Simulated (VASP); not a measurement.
# Hg in VASP: notebook

Runs on Hg. Level: PBE. Tasks: single point, relaxation of cell and atoms.

Everything below comes from runs of VASP 6.6.1. Logs are shortened: lines on timing, memory, paths and dates and some standing lists are left out, and cuts for length are marked.

### Step 1. The cell of the first run

Symmetry: P3_221, No. 154, trigonal system. The conventional cell has a = 4.416 Å, b = 4.416 Å, c = 5.132 Å, α = 90.00°, β = 90.00°, γ = 120.00°. Within 4.0 Å of Hg (site symmetry 2) lie 6 Hg at 3.06 to 3.07 Å.

### Step 2. Single point, PBE

File INCAR:

```
PREC     = Accurate       # precision mode
ENCUT    = 520            # plane-wave cutoff, eV
EDIFF    = 1E-7           # SCF threshold, eV
ISMEAR   = 0              # smearing method
SIGMA    = 0.1            # smearing width, eV
LREAL    = False          # projectors in reciprocal space
LASPH    = True           # aspherical terms in the spheres
NELM     = 100            # most SCF steps
ALGO     = Normal         # electronic algorithm
ISIF     = 2              # what is computed and relaxed
LWAVE    = False          # write WAVECAR
LCHARG   = False          # write CHGCAR
GGA      = PE             # functional
NBANDS   = 25             # bands
```

File KPOINTS:

```
regular mesh
0
Gamma
  6 6 4
```

File POSCAR:

```
Hg
1.0
    4.4159731528      0.0000000000      0.0000000000
   -2.2079865764      3.8243449328      0.0000000000
    0.0000000000      0.0000000000      5.1315891017
Hg
3
Direct
    0.3323714581      0.0000000000      0.1666666667
    0.0000000000      0.3323714581      0.8333333333
    0.6676285419      0.6676285419      0.5000000000
```

Potentials or basis: VASP PAW PBE potentials, release 64 (Hg).

Started as:

```
> cat potpaw_PBE.64/Hg/POTCAR > POTCAR
> mpirun -np 1 vasp_std > vasp.out
```

OUTCAR:

```text
PREC = Accurate
   ENCUT = 520
   EDIFF = 1E-7
   ISMEAR = 0
   LREAL = False
   LASPH = True
   NELM = 100
   ISIF = 2
   GGA = PE

 ion  position               nearest neighbor table
   1  0.332  0.000  0.167-   3 3.06   2 3.06   3 3.07   3 3.07   2 3.07   2 3.07
   2  0.000  0.332  0.833-   3 3.06   1 3.06   3 3.07   3 3.07   1 3.07   1 3.07
   3  0.668  0.668  0.500-   1 3.06   2 3.06   1 3.07   2 3.07   2 3.07   1 3.07

  LATTYP: Found a hexagonal cell.
 ALAT       =     4.4159731528
 C/A-ratio  =     1.1620516983

  Lattice vectors:

 A1 = (   4.4159731528,   0.0000000000,   0.0000000000)
 A2 = (  -2.2079865764,   3.8243449328,   0.0000000000)
 A3 = (   0.0000000000,   0.0000000000,   5.1315891017)

Analysis of symmetry for initial positions (statically):
=====================================================================
 Subroutine PRICEL returns:
 Original cell was already a primitive cell.

 Routine SETGRP: Setting up the symmetry group for a
 hexagonal supercell.

 Subroutine GETGRP returns: Found  6 space group operations
 (whereof  2 operations were pure point group operations)
 out of a pool of 24 trial point group operations.

The static configuration has the point symmetry C_2 .
 The point group associated with its full space group is D_3 .

Analysis of symmetry for dynamics (positions and initial velocities):
=====================================================================
 Subroutine PRICEL returns:
 Original cell was already a primitive cell.

 Routine SETGRP: Setting up the symmetry group for a
 hexagonal supercell.

 Subroutine GETGRP returns: Found  6 space group operations
 (whereof  2 operations were pure point group operations)
 out of a pool of 24 trial point group operations.

The dynamic configuration has the point symmetry C_2 .
 The point group associated with its full space group is D_3 .

 Subroutine INISYM returns: Found  6 space group operations
 (whereof  2 operations are pure point group operations),
 and found     1 'primitive' translations

----------------------------------------------------------------------------------------

                                     Primitive cell

  volume of cell :      86.6633

  direct lattice vectors                    reciprocal lattice vectors
     4.415973153  0.000000000  0.000000000     0.226450652  0.130741345  0.000000000
    -2.207986576  3.824344933  0.000000000     0.000000000  0.261482690  0.000000000
     0.000000000  0.000000000  5.131589102     0.000000000  0.000000000  0.194871409

  length of vectors
     4.415973153  4.415973153  5.131589102     0.261482690  0.261482690  0.194871409

  position of ions in fractional coordinates (direct lattice)
     0.332371458  0.000000000  0.166666667
     1.000000000  0.332371458  0.833333333
     0.667628542  0.667628542  0.500000000

  ion indices of the primitive-cell ions
   primitive index   ion index
                 1           1
                 2           2
                 3           3

----------------------------------------------------------------------------------------

 KPOINTS: regular mesh

Automatic generation of k-mesh.
 Grid dimensions read from file:
 generate k-points for:    6    6    4

 Generating k-lattice:

  Cartesian coordinates                     Fractional coordinates (reciprocal lattice)
     0.037741775  0.021790224  0.000000000     0.166666667  0.000000000  0.000000000
     0.000000000  0.043580448  0.000000000     0.000000000  0.166666667  0.000000000
     0.000000000  0.000000000  0.048717852     0.000000000  0.000000000  0.250000000

  Length of vectors
     0.043580448  0.043580448  0.048717852

  Shift w.r.t. Gamma in fractional coordinates (k-lattice)
     0.000000000  0.000000000  0.000000000

 Subroutine IBZKPT returns following result:
 ===========================================

 Found     24 irreducible k-points:

 Following reciprocal coordinates:
            Coordinates               Weight
  0.000000  0.000000  0.000000      1.000000
  0.166667  0.000000  0.000000      6.000000
  0.333333  0.000000  0.000000      6.000000
  0.500000  0.000000  0.000000      3.000000
  0.166667  0.166667  0.000000      6.000000
  0.333333  0.166667  0.000000     12.000000
[... 16 lines left out ...]
  0.333333  0.166667  0.500000     12.000000
  0.333333  0.333333  0.500000      2.000000
   k-points           NKPTS =     24   k-points in BZ     NKDIM =     24   number of bands    NBANDS=     25
   number of dos      NEDOS =    301   number of ions     NIONS =      3
   total plane-waves  NPLWV =  51840
   dimension x,y,z NGX =    36 NGY =   36 NGZ =   40
   dimension x,y,z NGXF=    72 NGYF=   72 NGZF=   80
   ions per type =               3
   NGX,Y,Z   is equivalent  to a cutoff of  13.55, 13.55, 12.96 a.u.
   NGXF,Y,Z  is equivalent  to a cutoff of  27.11, 27.11, 25.92 a.u.
 SYSTEM =  unknown system
   PREC   = accura    normal or accurate (medium, high low for compatibility)
[... 33 lines left out ...]
   GGA     = PE    functional components
   LHFCALC =     F    Hartree Fock is set to
   AEXX    =    0.0000 exact exchange contribution
   IVDW    =     0    specifies the selected vdW correction
   LEPSILON=     F    determine dielectric tensor
   LRPA    =     F    only Hartree local field effects (RPA)
 non-spin polarized calculation
 Gauss-broadening in eV      SIGMA  =   0.10
  energy-cutoff  :      520.00
  volume of cell :       86.66
 maximum number of plane-waves:      2360
 NGX is ok and might be reduce to    36

 number of electron      35.9999998 magnetization

 Free energy of the ion-electron system (eV)
  ---------------------------------------------------
  ext. energy  EPLUGINS =         0.00000000
  ---------------------------------------------------
  free energy    TOTEN  =        -0.51019823 eV

  energy without entropy =       -0.50283806  energy(sigma->0) =       -0.50651814

 E-fermi :   1.2340     XC(G=0):  -9.6874

 val. band max:        1.1545661847   @ k =   0.3333   0.1667   0.2500
 cond. band min:       1.2388705219   @ k =   0.1667   0.1667   0.5000
 fundamental gap:      0.0843043372
 Fermi energy:         1.2339504015

 k-point     1 :       0.0000    0.0000    0.0000
  band No.  band energies     occupation
      1      -6.4338      2.00000
      2      -6.2584      2.00000
      3      -6.2584      2.00000
      4      -5.5417      2.00000
      5      -5.5417      2.00000
      6      -5.4363      2.00000
[... 17 lines left out ...]
     24       7.4311      0.00000
     25      11.1090      0.00000

 k-point     2 :       0.1667    0.0000    0.0000
  band No.  band energies     occupation
      1      -6.1968      2.00000
      2      -6.1932      2.00000
      3      -6.0268      2.00000
      4      -5.7484      2.00000
      5      -5.5874      2.00000
      6      -5.4684      2.00000
[... 17 lines left out ...]
     24       9.3676      0.00000
     25      10.4028      0.00000

 k-point     3 :       0.3333    0.0000    0.0000
  band No.  band energies     occupation
      1      -6.0069      2.00000
      2      -5.9461      2.00000
      3      -5.8577      2.00000
      4      -5.6630      2.00000
      5      -5.4773      2.00000
      6      -5.3772      2.00000
[... 17 lines left out ...]
     24      10.1608      0.00000
     25      10.2482      0.00000

 k-point     4 :       0.5000    0.0000    0.0000
  band No.  band energies     occupation
      1      -6.0202      2.00000
      2      -5.8516      2.00000
      3      -5.7281      2.00000
      4      -5.7197      2.00000
      5      -5.4136      2.00000
      6      -5.4019      2.00000
[... 17 lines left out ...]
     24      10.0774      0.00000
     25      10.0806      0.00000
[... 477 lines left out ...]
 k-point    22 :       0.1667    0.1667    0.5000
  band No.  band energies     occupation
      1      -6.0580      2.00000
      2      -6.0565      2.00000
      3      -5.7126      2.00000
      4      -5.6018      2.00000
      5      -5.5942      2.00000
      6      -5.5902      2.00000
[... 17 lines left out ...]
     24       9.3497      0.00000
     25       9.3793      0.00000

 k-point    23 :       0.3333    0.1667    0.5000
  band No.  band energies     occupation
      1      -6.0094      2.00000
      2      -5.7925      2.00000
      3      -5.7227      2.00000
      4      -5.5781      2.00000
      5      -5.4164      2.00000
      6      -5.3437      2.00000
[... 17 lines left out ...]
     24      11.2955      0.00000
     25      12.1547      0.00000

 k-point    24 :       0.3333    0.3333    0.5000
  band No.  band energies     occupation
      1      -5.6794      2.00000
      2      -5.6684      2.00000
      3      -5.6684      2.00000
      4      -5.3325      2.00000
      5      -5.3325      2.00000
      6      -5.3288      2.00000
[... 17 lines left out ...]
     24      11.7245      0.00000
     25      11.8229      0.00000

------------------------ aborting loop because EDIFF is reached ----------------------------------------

  FORCE on cell =-STRESS in cart. coord.  units (eV):
  Direction    XX          YY          ZZ          XY          YZ          ZX
  --------------------------------------------------------------------------------------
  -------------------------------------------------------------------------------------
  Total        0.0412481      0.0412481      0.3057054     -0.0000000     -0.0000000     -0.0000000
  in kB        0.7625681      0.7625681      5.6516895     -0.0000000     -0.0000000     -0.0000000
  external PRESSURE =       2.3922752 kB  Pullay stress =       0.0000000 kB

 VOLUME and BASIS-vectors are now :
 -----------------------------------------------------------------------------
  energy-cutoff  :      520.00
  volume of cell :       86.66
      direct lattice vectors                 reciprocal lattice vectors
     4.415973153  0.000000000  0.000000000     0.226450652  0.130741345  0.000000000
    -2.207986576  3.824344933  0.000000000     0.000000000  0.261482690  0.000000000
     0.000000000  0.000000000  5.131589102     0.000000000  0.000000000  0.194871409

 POSITION                                       TOTAL-FORCE (eV/Angst)
 -----------------------------------------------------------------------------------
      1.46774      0.00000      0.85526         0.010635      0.000000      0.000000
     -0.73387      1.27110      4.27632        -0.005318      0.009211     -0.000000
      1.47411      2.55324      2.56579        -0.005318     -0.009211     -0.000000
 -----------------------------------------------------------------------------------
    total drift:                               -0.000000     -0.000001     -0.000000

  FREE ENERGIE OF THE ION-ELECTRON SYSTEM (eV)
  ---------------------------------------------------
  free  energy   TOTEN  =        -0.5101982271 eV

  energy  without entropy=       -0.5028380574  energy(sigma->0) =       -0.50651814
```

It took 26 s on 1 thread of Intel Xeon Platinum 8488C (Sapphire Rapids), shared host; peak memory 0.22 GiB.

What came out:

```
Free energy            : -0.5102 eV
Pressure               : 0.2 GPa
Largest force          : 0.011 eV/Å
Band gap on the k mesh : zero (band 18 reaches 5.37 eV, above the bottom of band 19 at 0.03 eV)
```

Forces on the atoms (eV/Å):
```
Hg   0.011  0.000  0.000
Hg  -0.005  0.009  0.000
Hg  -0.005 -0.009  0.000
```

Levels at points of the mesh, in eV from the Fermi level:
```
           k point  band 14  band 15  band 16  band 17  band 18  band 19  band 20  band 21  band 22  band 23
(0.00, 0.00, 0.00)    -5.69    -5.67    -5.67    -1.28    -1.28     5.22     5.24     5.24     5.26     6.20
(0.50, 0.00, 0.00)    -5.92    -5.14    -4.37    -4.35     0.55     1.54     2.06     3.35     3.36     7.40
(0.00, 0.00, 0.50)    -5.63    -5.63    -5.11    -5.11     4.14     4.57     4.57     5.31     6.87     6.87
(0.50, 0.00, 0.50)    -5.90    -5.63    -2.94    -2.93    -2.66    -1.20     3.96     3.96     4.70     4.71
```

Caveat: spin-orbit coupling is left out, which moves the levels of the heavy elements.

### Step 3. Single point, PBE

This run uses another cell than the first one: it holds 2 atoms, not 3.

File INCAR:

```
ALGO = Normal
EDIFF = 1E-6
ENCUT = 520
GGA = PE
ISIF = 2
ISMEAR = 0
LASPH = T
LCHARG = F
LREAL = F
LWAVE = F
NBANDS = 19
NELM = 100
PREC = Accurate
SIGMA = 0.1
```

File KPOINTS:

```
k-points
0
Gamma
  6 6 6
```

File POSCAR:

```
Hg
1.0
    2.1927454576      1.2659821802      3.5484837987
   -2.1927454576      1.2659821802      3.5484837987
    0.0000000000     -2.5319643605      3.5484837987
Hg
2
Direct
    0.2501404946      0.2501404946      0.2501404946
    0.7498595054      0.7498595054      0.7498595054
```

Potentials or basis: VASP PAW PBE potentials, release 64 (Hg).

Started as:

```
> cat potpaw_PBE.64/Hg/POTCAR > POTCAR
> mpirun -np 1 vasp_std > vasp.out
```

Run time: 10 s. Hardware: 1 thread of Intel Xeon 6975P-C (Granite Rapids), shared host; peak memory 0.18 GiB.

The run converged. Its results:

```
Free energy            : -0.3315 eV
Pressure               : 0.4 GPa
Largest force          : 0.005 eV/Å
Band gap on the k mesh : zero (band 12 reaches 5.08 eV, above the bottom of band 13 at 0.62 eV)
```

Forces on the atoms (eV/Å):
```
Hg   0.000  0.000 -0.005
Hg   0.000  0.000  0.005
```

Levels at points of the mesh, in eV from the Fermi level:
| k point | band 10 | band 11 | band 12 | band 13 | band 14 | band 15 |
| --- | --- | --- | --- | --- | --- | --- |
| (0.00, 0.00, 0.00) | -5.28 | -5.28 | 3.80 | 4.55 | 4.55 | 4.68 |
| (0.50, 0.00, 0.00) | -6.38 | -4.24 | -4.23 | 6.13 | 6.15 | 6.16 |
| (0.50, 0.50, 0.00) | -5.32 | -2.86 | -1.29 | 0.28 | 1.59 | 1.68 |
| (0.50, 0.50, 0.50) | -6.38 | -4.19 | -4.18 | 6.09 | 6.09 | 6.09 |

Caveat: spin-orbit coupling is left out, which moves the levels of the heavy elements.

### Step 4. Relaxation of cell and atoms, PBE

This run uses another cell than the first one: it holds 1 atom, not 3.

File INCAR:

```
PREC = Accurate
ENCUT = 600
EDIFF = 1E-6
ISMEAR = 0
SIGMA = 0.1
LREAL = False
LASPH = True
NELM = 80
ALGO = Fast
ISIF = 3
LWAVE = False
LCHARG = False
GGA = PE
IBRION = 2
NSW = 100
EDIFFG = -0.01
```

File KPOINTS:

```
regular mesh
0
Gamma
  18 18 18
```

File POSCAR:

```
Hg
1.0
    2.2079865764      1.2747816443      1.7105297006
   -2.2079865764      1.2747816443      1.7105297006
    0.0000000000     -2.5495632885      1.7105297006
Hg
1
Direct
    0.0000000000      0.0000000000      0.0000000000
```

Started as:

```
> cat potpaw_PBE.64/Hg/POTCAR > POTCAR
> mpirun -np 1 vasp_std > vasp.out
```

Run time: 15 min. Hardware: 1 thread of AMD EPYC 9R45, shared host; peak memory 0.32 GiB.

It converged, with:

- Free energy: -0.1659 eV
- Relaxed volume: 30.14 Å³/atom
- Relaxed cell: a = 3.114 Å, b = 3.114 Å, c = 3.114 Å, α = 91.93°, β = 91.93°, γ = 91.93°
- Space group after relaxing (to 0.05 Å): R-3m (No. 166)
- Energy gained by relaxing: 2.8 meV/atom
- Ionic steps: 6
- Pressure after relaxing: 0.0 GPa
- Band gap on the k mesh: zero (band 6 reaches 4.72 eV, above the bottom of band 7 at -0.05 eV)

Step by step:
| step | energy change (eV) | largest force (eV/Å) | pressure (GPa) | volume (Å³) |
| --- | --- | --- | --- | --- |
| 1 | 0.0000 | 0.0000 | 0.77 | 28.89 |
| 2 | -0.0020 | 0.0000 | 0.37 | 29.47 |
| 3 | -0.0027 | 0.0000 | 0.07 | 30.03 |
| 4 | -0.0028 | 0.0000 | -0.05 | 30.17 |
| 5 | -0.0028 | 0.0000 | 0.06 | 30.11 |
| 6 | -0.0028 | 0.0000 | 0.00 | 30.14 |

Final structure:
```
Hg
1.0
     2.23867    1.29250    1.73617
    -2.23867    1.29250    1.73617
     0.00000   -2.58499    1.73617
Hg
1
Direct
  0.00000 0.00000 0.00000
```

Levels at points of the mesh, in eV from the Fermi level:
```csv
k point,band 3,band 4,band 5,band 6,band 7,band 8,band 9,band 10
"(0.00, 0.00, 0.00)",-7.50,-5.84,-5.82,-5.82,9.46,9.55,9.55,12.61
"(0.50, 0.00, 0.00)",-6.34,-6.33,-5.78,-2.89,-1.22,12.70,12.70,14.26
"(0.50, 0.50, 0.00)",-6.27,-6.24,-5.33,0.17,1.41,1.90,7.10,16.36
"(0.50, 0.50, 0.50)",-7.01,-5.30,-5.30,3.56,4.31,4.31,5.00,8.83
```

Caveat: spin-orbit coupling is left out, which moves the levels of the heavy elements.

### Step 5. Single point, PBE

This run uses another cell than the first one, of 28.78 Å³/atom, 0.996 times its volume.

File INCAR:

```
  PREC = Accurate
  ENCUT = 520
  EDIFF = 1E-7
  ISMEAR = 0
  SIGMA = 0.1
  LREAL = F
  LASPH = T
  NELM = 100
  ALGO = Normal
  ISIF = 2
  LWAVE = F
  LCHARG = T
  GGA = PE
  LELF = T
  LVHAR = T
  NBANDS = 25
```

File KPOINTS:

```
Automatic mesh
0
Gamma
  6 6 4
```

File POSCAR:

```
Hg
1.0
    4.3345539634      0.0000000000      0.0000000000
   -2.1672769817      3.7538338463      0.0000000000
    0.0000000000      0.0000000000      5.3062682509
Hg
3
Direct
    0.3330597847      0.0000000000      0.3333333333
    0.0000000000      0.3330597847      0.6666666667
    0.6669402153      0.6669402153      0.0000000000
```

Started as:

```
> cat potpaw_PBE.64/Hg/POTCAR > POTCAR
> mpirun -np 1 vasp_std > vasp.out
```

Run time: 29 s. Hardware: 1 thread of AMD EPYC 7R13 (Zen 3), shared host; peak memory 0.18 GiB.

The run converged. Its results:

| Property | Result |
| --- | --- |
| Free energy | -0.5167 eV |
| Pressure | 0.1 GPa |
| Largest force | 0.003 eV/Å |
| Band gap on the k mesh | zero (band 18 reaches 5.49 eV, above the bottom of band 19 at 0.03 eV) |

Forces on the atoms (eV/Å):
```
Hg   0.003  0.000  0.000
Hg  -0.002  0.003  0.000
Hg  -0.002 -0.003  0.000
```

Stress tensor (GPa, compression positive):
```
0.07 0.00 0.00
0.00 0.07 0.00
0.00 0.00 0.20
```

Levels at points of the mesh, in eV from the Fermi level:
| k point | band 16 | band 17 | band 18 | band 19 | band 20 | band 21 |
| --- | --- | --- | --- | --- | --- | --- |
| (0.00, 0.00, 0.00) | -5.71 | -1.63 | -1.63 | 5.52 | 5.53 | 5.53 |
| (0.50, 0.00, 0.00) | -4.32 | -4.32 | 0.54 | 1.75 | 1.75 | 3.04 |
| (0.00, 0.00, 0.50) | -5.14 | -5.14 | 4.20 | 4.80 | 4.80 | 4.80 |
| (0.50, 0.00, 0.50) | -2.98 | -2.98 | -2.69 | -1.25 | 4.05 | 4.05 |

Caveat: spin-orbit coupling is left out, which moves the levels of the heavy elements.

### Step 6. Overview

```tsv
task	cell	k mesh	cutoff (eV)	gap on the mesh (eV)	pressure (GPa)	largest force (eV/Å)
single point	a = 4.416, b = 4.416, c = 5.132 Å, angles 90.0, 90.0, 120.0°, 3 atoms	6 × 6 × 4	520	none	0.2	0.01
single point	a = 4.359 Å, angles 60.4°, 2 atoms	6 × 6 × 6	520	none	0.4	0.01
relaxation of cell and atoms	relaxed from a = 3.070 Å, angles 92.0°, 1 atom	18 × 18 × 18	600	none	0.0	-
single point	a = 4.335, b = 4.335, c = 5.306 Å, angles 90.0, 90.0, 120.0°, 3 atoms	6 × 6 × 4	520	none	0.1	-
```

Alike in all rows: level PBE; potentials or basis VASP PAW PBE potentials, release 64 (Hg); no spin polarisation; smearing gaussian 0.1 eV.

Caveats: spin-orbit coupling is left out, which moves the levels of the heavy elements.

Total energies depend on the potentials used, so only differences within one code and one set of settings carry meaning.
